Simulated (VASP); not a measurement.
KF, 2 atoms in the cell. Symmetry: Fm-3m, No. 225, cubic system. Conventional cell: a = 5.464 Å, b = 5.464 Å, c = 5.464 Å, α = 90.00°, β = 90.00°, γ = 90.00°. K (site symmetry m-3m) has 6 F at 2.73 Å within 3.6 Å. Within 3.6 Å of F (site symmetry m-3m) lie 6 K at 2.73 Å. 

| Item | Value |
| --- | --- |
| Program | VASP 6.6.1 |
| Task | single point |
| Functional | RPBE |
| Dispersion | D3(BJ) |
| Potentials or basis | VASP PAW PBE potentials, release 64 (K_sv, F) |
| Cutoff | 520 eV |
| k mesh | 8 × 8 × 8 |
| Occupations | gaussian, width 0.1 eV |
| Spin | no spin polarisation |
| Hubbard terms | F p U = 3.0 eV |
| Dipole correction | no |
| k mesh for the DOS | 12 × 12 × 12 |
| Charge | 1 |
| Occupations for the DOS | tetrahedron |
| Further INCAR settings | ALGO = Normal; EDIFF = 1e-06; NELECT = 15.0 |

Potentials or basis: VASP PAW PBE potentials, release 64 (K_sv, F).

Command:

```sh
$ cat potpaw_PBE.64/K_sv/POTCAR potpaw_PBE.64/F/POTCAR > POTCAR
$ cp INCAR.step1 INCAR
$ cp KPOINTS.step1 KPOINTS
$ mpirun -np 1 vasp_std > vasp.out
$ cp INCAR.step2 INCAR
$ cp KPOINTS.step2 KPOINTS
$ mpirun -np 1 vasp_std > vasp.out
```

Hardware: 1 thread of Intel(R) Xeon(R) 6975P-C (Granite Rapids), with other jobs on the host.

Question: Estimate the wall time of this run.

Answer: It took 19 s on 1 thread of Intel(R) Xeon(R) 6975P-C (Granite Rapids), on a shared host, peak memory 0.18 GiB. Counts: k points 72.
